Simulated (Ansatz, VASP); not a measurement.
**Te: VASP beside Ansatz**

Contents of INCAR:

```
SYSTEM = Te
ALGO     = Normal         ! electronic algorithm
EDIFF    = 1E-6           ! SCF threshold, eV
ENCUT    = 520            ! plane-wave cutoff, eV
GGA      = PS             ! functional
ISIF     = 2              ! what is computed and relaxed
ISMEAR   = -1             ! smearing method
LASPH    = .TRUE.         ! aspherical terms in the spheres
LCHARG   = .FALSE.        ! write CHGCAR
LREAL    = .FALSE.        ! projectors in reciprocal space
LWAVE    = .FALSE.        ! write WAVECAR
NBANDS   = 13             ! bands
NELM     = 100            ! most SCF steps
PREC     = Accurate       ! precision mode
SIGMA    = 0.05           ! smearing width, eV
```

File KPOINTS:

```
k-points
0
G
  8 8 8
  0 0 0
```

Contents of POSCAR:

```
Te
1.0
    0.0000000000      3.3095529740      3.3095529740
    3.3095529740      0.0000000000      3.3095529740
    3.3095529740      3.3095529740      0.0000000000
Te
2
Direct
   -0.2600000000     -0.0800000000     -0.0800000000
    0.2600000000      0.0800000000      0.0800000000
```

Input for Ansatz:

```yaml
crystal:
  lattice:
    - [0.0, 3.309552974, 3.309552974]
    - [3.309552974, 0.0, 3.309552974]
    - [3.309552974, 3.309552974, 0.0]
  atoms:
    - { symbol: Te, position: [-0.26, -0.08, -0.08] }
    - { symbol: Te, position: [0.26, 0.08, 0.08] }
kpoints:
  mp_grid: { grid: [8, 8, 8] }
scf:
  occupations: { method: fermi_dirac, width: 0.05 }
hamiltonian:
  xc: pbesol
  pseudopotentials: { kind: all_electron, lapw: { basis_error: 0.001 } }
output:
  forces: true
  stress: true
  eigenvalues: true
  populations: true
```

Change from the starting cell: shortest bond scaled by 0.64, LAPW.

Alike in both runs: task single point; functional PBEsol; k mesh 8 × 8 × 8; occupations fermi-dirac, width 0.05 eV; no spin polarisation.

|  | VASP | Ansatz |
| --- | --- | --- |
| version | VASP 6.6.1 | Ansatz 0.2.0 |
| potentials or method | VASP PAW PBE potentials, release 64 (Te), cutoff 520 eV | all-electron LAPW, scalar-relativistic |

|  | VASP | Ansatz | Ansatz less VASP |
| --- | --- | --- | --- |
| pressure (GPa) | 73.4 | 70.6 | -2.72 |
| traceless stress, the component that is largest in VASP (GPa) | -71.05 | -68.33 | +2.724 |
| rms of the force components (eV/Å) | 30.468 | 29.275 | -1.1926 |

VASP's potentials were made for PBE, not for PBEsol. Atom by atom the forces differ by 1.193 eV/Å (rms over components). Both programs put the cell under a high pressure, so it lies far from rest at this level. Ansatz ran all-electron here, and VASP with PAW potentials.

Spin-orbit coupling is off throughout. Noted on VASP's run: the cell as given lies far from equilibrium.
